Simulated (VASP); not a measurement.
# Tc (Fm-3m) in VASP: notebook

Aim: see how the results for Tc move with the level of theory and the settings. Levels: r2SCAN+D3(BJ), r2SCAN+D4. Tasks: relaxation of cell and atoms.

All numbers are computed with VASP 6.6.1; they aren't measurements. Logs are shortened: lines on timing, memory, paths and dates and some standing lists are left out, and cuts for length are marked.

### 1 The cell of the first run

The structure is cubic, space group Fm-3m (No. 225). Conventional cell: a = 3.900 Å, b = 3.900 Å, c = 3.900 Å, α = 90.00°, β = 90.00°, γ = 90.00°. Tc (site symmetry m-3m) has 12 Tc at 2.76 Å within 3.6 Å.

### 2 Relaxation of cell and atoms, r2SCAN+D3(BJ)

File POSCAR:

```
Tc
1.0
    0.0000000000      1.9500000000      1.9500000000
    1.9500000000      0.0000000000      1.9500000000
    1.9500000000      1.9500000000      0.0000000000
Tc
1
Direct
    0.0000000000      0.0000000000      0.0000000000
```

File INCAR.step1:

```
PREC = Accurate
ENCUT = 600
ISMEAR = -1
SIGMA = 0.05
LREAL = F
LASPH = T
NELM = 100
GGA = PE
ALGO = Normal
EDIFF = 1E-4
LWAVE = T
LCHARG = F
```

File INCAR.step2:

```
PREC = Accurate
ENCUT = 600
EDIFF = 1E-6
ISMEAR = -1
SIGMA = 0.05
LREAL = F
LASPH = T
NELM = 100
ALGO = Normal
ISIF = 3
LWAVE = F
LCHARG = F
METAGGA = R2SCAN
LMIXTAU = T
IVDW = 12
VDW_S6 = 1.0
VDW_S8 = 0.78981345
VDW_A1 = 0.49484001
VDW_A2 = 5.73083694
IBRION = 2
NSW = 60
EDIFFG = -0.01
ISTART = 1
```

File KPOINTS:

```
regular mesh
0
Gamma
  12 12 12
```

Potentials or basis: VASP PAW PBE potentials, release 64 (Tc_pv).

Started as:

```console
cat potpaw_PBE.64/Tc_pv/POTCAR > POTCAR
cp INCAR.step1 INCAR
mpirun -np 1 vasp_std > vasp.out
cp INCAR.step2 INCAR
mpirun -np 1 vasp_std > vasp.out
```

OUTCAR:

```text
PREC = Accurate
   ENCUT = 600
   EDIFF = 1E-6
   ISMEAR = -1
   LREAL = F
   LASPH = T
   NELM = 100
   ISIF = 3
   METAGGA = R2SCAN
   IVDW = 12
   IBRION = 2
   NSW = 60
   EDIFFG = -0.01
   ISTART = 1
 IVDW          = 12

 ion  position               nearest neighbor table
   1  0.000  0.000  0.000-

  LATTYP: Found a face centered cubic cell.
 ALAT       =     3.9000000000

  Lattice vectors:

 A1 = (   0.0000000000,   1.9500000000,   1.9500000000)
 A2 = (   1.9500000000,   0.0000000000,   1.9500000000)
 A3 = (   1.9500000000,   1.9500000000,   0.0000000000)

Analysis of symmetry for initial positions (statically):
=====================================================================
 Subroutine PRICEL returns:
 Original cell was already a primitive cell.

 Routine SETGRP: Setting up the symmetry group for a
 face centered cubic supercell.

 Subroutine GETGRP returns: Found 48 space group operations
[... 9 lines left out ...]

 Routine SETGRP: Setting up the symmetry group for a
 face centered cubic supercell.

 Subroutine GETGRP returns: Found 48 space group operations
[... 11 lines left out ...]
                                     Primitive cell

  volume of cell :      14.8297

  direct lattice vectors                    reciprocal lattice vectors
     0.000000000  1.950000000  1.950000000    -0.256410256  0.256410256  0.256410256
     1.950000000  0.000000000  1.950000000     0.256410256 -0.256410256  0.256410256
     1.950000000  1.950000000  0.000000000     0.256410256  0.256410256 -0.256410256

  length of vectors
     2.757716447  2.757716447  2.757716447     0.444115592  0.444115592  0.444115592

  position of ions in fractional coordinates (direct lattice)
     0.000000000  0.000000000  0.000000000

  ion indices of the primitive-cell ions
   primitive index   ion index
                 1           1

----------------------------------------------------------------------------------------

 KPOINTS: regular mesh

Automatic generation of k-mesh.
 Grid dimensions read from file:
 generate k-points for:   12   12   12

 Generating k-lattice:

  Cartesian coordinates                     Fractional coordinates (reciprocal lattice)
    -0.021367521  0.021367521  0.021367521     0.083333333  0.000000000  0.000000000
     0.021367521 -0.021367521  0.021367521     0.000000000  0.083333333  0.000000000
     0.021367521  0.021367521 -0.021367521     0.000000000  0.000000000  0.083333333

  Length of vectors
     0.037009633  0.037009633  0.037009633

  Shift w.r.t. Gamma in fractional coordinates (k-lattice)
     0.000000000  0.000000000  0.000000000

 Subroutine IBZKPT returns following result:
 ===========================================

 Found     72 irreducible k-points:

 Following reciprocal coordinates:
            Coordinates               Weight
  0.000000  0.000000  0.000000      1.000000
  0.083333  0.000000  0.000000      8.000000
  0.166667  0.000000  0.000000      8.000000
  0.250000  0.000000  0.000000      8.000000
  0.333333  0.000000  0.000000      8.000000
  0.416667  0.000000  0.000000      8.000000
[... 16 lines left out ...]
  0.500000  0.166667  0.000000     24.000000
 -0.416667  0.166667  0.000000     24.000000
 [... further k-points ...]
   k-points           NKPTS =     72   k-points in BZ     NKDIM =     72   number of bands    NBANDS=     10
   number of dos      NEDOS =    301   number of ions     NIONS =      1
   total plane-waves  NPLWV =  13824
   dimension x,y,z NGX =    24 NGY =   24 NGZ =   24
   dimension x,y,z NGXF=    48 NGYF=   48 NGZF=   48
   ions per type =               1
   NGX,Y,Z   is equivalent  to a cutoff of  14.47, 14.47, 14.47 a.u.
   NGXF,Y,Z  is equivalent  to a cutoff of  28.94, 28.94, 28.94 a.u.
 SYSTEM =  unknown system
   PREC   = accura    normal or accurate (medium, high low for compatibility)
   ISTART =      1    job   : 0-new  1-cont  2-samecut
   ICHARG =      0    charge: 1-file 2-atom 10-const
   ISPIN  =      1    spin polarized calculation?
   LNONCOLLINEAR =      F non collinear calculations
   LSORBIT =      F    spin-orbit coupling
   LASPH  =      T    aspherical Exc in radial PAW
   ENCUT  =  600.0 eV  44.10 Ry    6.64 a.u.   5.51  5.51  5.51*2*pi/ulx,y,z
   NELM   =    100;   NELMIN=  2; NELMDL=  0     # of ELM steps
   EDIFF  = 0.1E-05   stopping-criterion for ELM
   LREAL  =      F    real-space projection
   EDIFFG = -.1E-01   stopping-criterion for IOM
   NSW    =     60    number of steps for IOM
   IBRION =      2    ionic relax: 0-MD 1-quasi-New 2-CG
   NFREE  =      1    steps in history (QN), initial steepest desc. (CG)
   ISIF   =      3    stress and relaxation
   ISYM   =      2    0-nonsym 1-usesym 2-fastsym
   POTIM  = 0.5000    time-step for ionic-motion
   TEBEG  =    0.0;   TEEND  =   0.0 temperature during run
   PSTRESS=    0.0 pullay stress
   NELECT =      13.0000    total number of electrons
   NUPDOWN=      -1.0000    fix difference up-down
   EMIN   =  10.00;   EMAX   =-10.00  energy-range for DOS
   EFERMI =   0.00;   METHOD = LEGACY
   ISMEAR =    -1;   SIGMA  =   0.05  broadening in eV -4-tet -1-fermi 0-gaus
   EFERMI_NEDOS =   21; number of points for ismear=-14 and -15
   IALGO  =     38    algorithm
   IMIX   =      4    mixing-type and parameters
     AMIX     =   0.40;   BMIX     =  1.00
     AMIX_MAG =   1.60;   BMIX_MAG =  1.00
  volume/ion in A,a.u.               =      14.83       100.08
  Fermi-wavevector in a.u.,A,eV,Ry     =   1.566792  2.960808 33.400086  2.454837
  Thomas-Fermi vector in A             =   2.669068
   LORBIT       =      0    0 simple, 1 ext, 2 COOP (PROOUT), +10 PAW based schemes
   METAGGA = R2SCAN    functional components
   LHFCALC =     F    Hartree Fock is set to
   AEXX    =    0.0000 exact exchange contribution
   IVDW    =    12    specifies the selected vdW correction
   LEPSILON=     F    determine dielectric tensor
   LRPA    =     F    only Hartree local field effects (RPA)
 conjugate gradient relaxation of ions
 non-spin polarized calculation
  energy-cutoff  :      600.00
  volume of cell :       14.83
 maximum number of plane-waves:       531
 NGX is ok and might be reduce to    24
   NGX = 11   NGY = 11   NGZ = 11

--------------------------------------- Ionic step        1  -------------------------------------------

 number of electron      13.0000001 magnetization

 Free energy of the ion-electron system (eV)
  ---------------------------------------------------
  ext. energy  EPLUGINS =         0.00000000
  ---------------------------------------------------
  free energy    TOTEN  =       -25.88558659 eV

  energy without entropy =      -25.87642370  energy(sigma->0) =      -25.88100515

------------------------ aborting loop because EDIFF is reached ----------------------------------------

 Edisp (eV)   -0.28889

 E8    (eV) :    -0.1069

  FORCE on cell =-STRESS in cart. coord.  units (eV):
  Direction    XX          YY          ZZ          XY          YZ          ZX
  --------------------------------------------------------------------------------------
  -------------------------------------------------------------------------------------
  Total      -1.25992    -1.25992    -1.25992     0.00000    -0.00000    -0.00000
  in kB    -136.11891  -136.11891  -136.11891     0.00000    -0.00000    -0.00000
  external pressure =     -136.12 kB  Pullay stress =        0.00 kB
[... 215 lines left out ...]
  energy  without entropy=      -26.1949722195  energy(sigma->0) =      -26.19953263

--------------------------------------- Ionic step        7  -------------------------------------------

 number of electron      12.9999999 magnetization

 Free energy of the ion-electron system (eV)
  ---------------------------------------------------
  ext. energy  EPLUGINS =         0.00000000
  ---------------------------------------------------
  free energy    TOTEN  =       -25.90142140 eV

  energy without entropy =      -25.89229754  energy(sigma->0) =      -25.89685947

 E-fermi :  13.0297     XC(G=0): -15.1953

 val. band max:       13.0165082872   @ k =   0.5000   0.2500   0.0000
 cond. band min:      13.0820940246   @ k =  -0.2500   0.3333   0.0833
 fundamental gap:      0.0655857374
 Fermi energy:        13.0296638961

 k-point     1 :       0.0000    0.0000    0.0000
  band No.  band energies     occupation
      1     -26.6277      2.00000
      2     -26.6277      2.00000
      3     -26.6277      2.00000
      4       4.9727      2.00000
      5      11.0240      2.00000
      6      11.0240      2.00000
      7      11.0240      2.00000
      8      13.9063      0.00000
      9      13.9063      0.00000
     10      27.5512      0.00000
[... 287 lines left out ...]
 k-point    24 :      -0.4167    0.1667    0.0000
  band No.  band energies     occupation
      1     -27.9241      2.00000
      2     -27.0792      2.00000
      3     -26.8666      2.00000
      4       7.9179      2.00000
      5       9.9706      2.00000
      6      11.7567      2.00000
      7      11.9663      2.00000
      8      15.5416      0.00000
      9      19.0810      0.00000
     10      24.2621      0.00000

 [... further k-points ...]

------------------------ aborting loop because EDIFF is reached ----------------------------------------

 Edisp (eV)   -0.30269

 E8    (eV) :    -0.1120

  FORCE on cell =-STRESS in cart. coord.  units (eV):
  Direction    XX          YY          ZZ          XY          YZ          ZX
  --------------------------------------------------------------------------------------
  -------------------------------------------------------------------------------------
  Total       0.00267     0.00267     0.00267    -0.00000    -0.00000    -0.00000
  in kB       0.30217     0.30217     0.30217    -0.00000    -0.00000    -0.00000
  external pressure =        0.30 kB  Pullay stress =        0.00 kB
[... 16 lines left out ...]
  FREE ENERGIE OF THE ION-ELECTRON SYSTEM (eV)
  ---------------------------------------------------
  free  energy   TOTEN  =       -26.2041121706 eV

  energy  without entropy=      -26.1949883096  energy(sigma->0) =      -26.19955024

 reached required accuracy - stopping structural energy minimisation
```

Run time: 2.8 min. Hardware: 1 thread of Intel Xeon Platinum 8259CL at 2.50GHz (Skylake/Cascade Lake), shared host; peak memory 0.16 GiB.

What came out:

* Free energy: -26.2041 eV
* Relaxed volume: 14.16 Å³/atom
* Relaxed cell: a = 2.716 Å, b = 2.716 Å, c = 2.716 Å, α = 60.00°, β = 60.00°, γ = 60.00°
* Space group after relaxing (to 0.05 Å): Fm-3m (No. 225)
* Energy gained by relaxing: 29.6 meV/atom
* Ionic steps: 7
* Pressure after relaxing: 0.0 GPa
* Dispersion energy per atom: -0.303 eV

Step by step:
```tsv
step	energy change (eV)	largest force (eV/Å)	pressure (GPa)	volume (Å³)
1	0.0000	0.0000	-13.61	14.83
2	0.2962	0.0000	63.24	12.29
3	-0.0295	0.0000	-0.85	14.20
4	-0.0296	0.0000	-0.15	14.17
5	-0.0296	0.0000	0.14	14.16
6	-0.0296	0.0000	-0.31	14.18
7	-0.0296	0.0000	0.03	14.16
```

Final structure:
```cif
data_structure
_symmetry_space_group_name_H-M 'P 1'
_symmetry_Int_Tables_number 1
_cell_length_a 2.7156
_cell_length_b 2.7156
_cell_length_c 2.7156
_cell_angle_alpha 60.000
_cell_angle_beta 60.000
_cell_angle_gamma 60.000
_cell_volume 14.16
loop_
_atom_site_label
_atom_site_type_symbol
_atom_site_fract_x
_atom_site_fract_y
_atom_site_fract_z
_atom_site_occupancy
Tc1 Tc 0.00000 0.00000 0.00000 1
```

Levels at points of the mesh, in eV from the Fermi level:
```tsv
k point	band 3	band 4	band 5	band 6	band 7	band 8	band 9	band 10
(0.00, 0.00, 0.00)	-39.66	-8.06	-2.01	-2.01	-2.01	0.88	0.88	14.52
(0.50, 0.00, 0.00)	-39.84	-6.03	-2.14	-2.14	1.18	2.99	2.99	11.49
(0.50, 0.50, 0.00)	-40.17	-6.40	-5.83	2.98	3.56	3.56	3.99	13.79
```

Caveat: the PAW data sets were made with another functional, which shifts forces and pressure a little; pairwise dispersion overbinds metals, which lowers pressure and volume.

### 3 Relaxation of cell and atoms, r2SCAN+D4

POSCAR is that of step 2.

File INCAR.step1:

```
SYSTEM = Tc
PREC     = Accurate       ! precision mode
ENCUT    = 600            ! plane-wave cutoff, eV
ISMEAR   = -1             ! smearing method
SIGMA    = 0.05           ! smearing width, eV
LREAL    = .False.        ! projectors in reciprocal space
LASPH    = .True.         ! aspherical terms in the spheres
NELM     = 60             ! most SCF steps
GGA      = PE             ! functional
ALGO     = Normal         ! electronic algorithm
EDIFF    = 1E-4           ! SCF threshold, eV
LWAVE    = .True.         ! write WAVECAR
LCHARG   = .False.        ! write CHGCAR
```

File INCAR.step2:

```
SYSTEM = Tc
PREC     = Accurate       ! precision mode
ENCUT    = 600            ! plane-wave cutoff, eV
EDIFF    = 1E-7           ! SCF threshold, eV
ISMEAR   = -1             ! smearing method
SIGMA    = 0.05           ! smearing width, eV
LREAL    = .False.        ! projectors in reciprocal space
LASPH    = .True.         ! aspherical terms in the spheres
NELM     = 60             ! most SCF steps
ALGO     = Normal         ! electronic algorithm
ISIF     = 3              ! what is computed and relaxed
LWAVE    = .False.        ! write WAVECAR
LCHARG   = .False.        ! write CHGCAR
METAGGA  = R2SCAN         ! meta-GGA
LMIXTAU  = .True.       
IVDW     = 13             ! dispersion correction
VDW_S6   = 1.0          
VDW_S8   = 0.6018749    
VDW_A1   = 0.51559235   
VDW_A2   = 5.77342911   
IBRION   = 2              ! ionic algorithm
NSW      = 60             ! ionic steps
EDIFFG   = -0.01          ! ionic threshold
ISTART   = 1
```

File KPOINTS:

```
Automatic mesh
0
Gamma
  12 12 12
  0 0 0
```

Potentials or basis: VASP PAW PBE potentials, release 64 (Tc_pv).

Started as:

```console
cat potpaw_PBE.64/Tc_pv/POTCAR > POTCAR
cp INCAR.step1 INCAR
mpirun -np 1 vasp_std > vasp.out
cp INCAR.step2 INCAR
mpirun -np 1 vasp_std > vasp.out
```

Run time: 2.5 min. Hardware: 1 thread of Intel Xeon Platinum 8259CL at 2.50GHz (Skylake/Cascade Lake), shared host; peak memory 0.16 GiB.

It converged, with:

| Property | Result |
| --- | --- |
| Free energy | -26.1026 eV |
| Relaxed volume | 14.23 Å³/atom |
| Relaxed cell | a = 2.720 Å, b = 2.720 Å, c = 2.720 Å, α = 60.00°, β = 60.00°, γ = 60.00° |
| Space group after relaxing (to 0.05 Å) | Fm-3m (No. 225) |
| Energy gained by relaxing | 23.9 meV/atom |
| Ionic steps | 4 |
| Pressure after relaxing | -0.1 GPa |
| Dispersion energy per atom | -0.200 eV |

The path:
| step | energy change (eV) | largest force (eV/Å) | pressure (GPa) | volume (Å³) |
| --- | --- | --- | --- | --- |
| 1 | 0.0000 | 0.0000 | -12.24 | 14.83 |
| 2 | 0.2336 | 0.0000 | 54.40 | 12.53 |
| 3 | -0.0238 | 0.0000 | -0.67 | 14.26 |
| 4 | -0.0239 | 0.0000 | -0.11 | 14.23 |

Final structure:
```xyz
1
Lattice="0.0000 1.9235 1.9235 1.9235 0.0000 1.9235 1.9235 1.9235 0.0000" Properties=species:S:1:pos:R:3 pbc="T T T"
Tc    0.0000    0.0000    0.0000
```

Levels at points of the mesh, in eV from the Fermi level:
```tsv
k point	band 3	band 4	band 5	band 6	band 7	band 8	band 9	band 10
(0.00, 0.00, 0.00)	-39.66	-8.03	-1.99	-1.99	-1.99	0.87	0.87	14.53
(0.50, 0.00, 0.00)	-39.85	-5.99	-2.12	-2.12	1.16	2.97	2.97	11.41
(0.50, 0.50, 0.00)	-40.16	-6.36	-5.79	2.96	3.54	3.54	3.96	13.75
```

Caveat: the PAW data sets were made with another functional, which shifts forces and pressure a little; pairwise dispersion overbinds metals, which lowers pressure and volume.
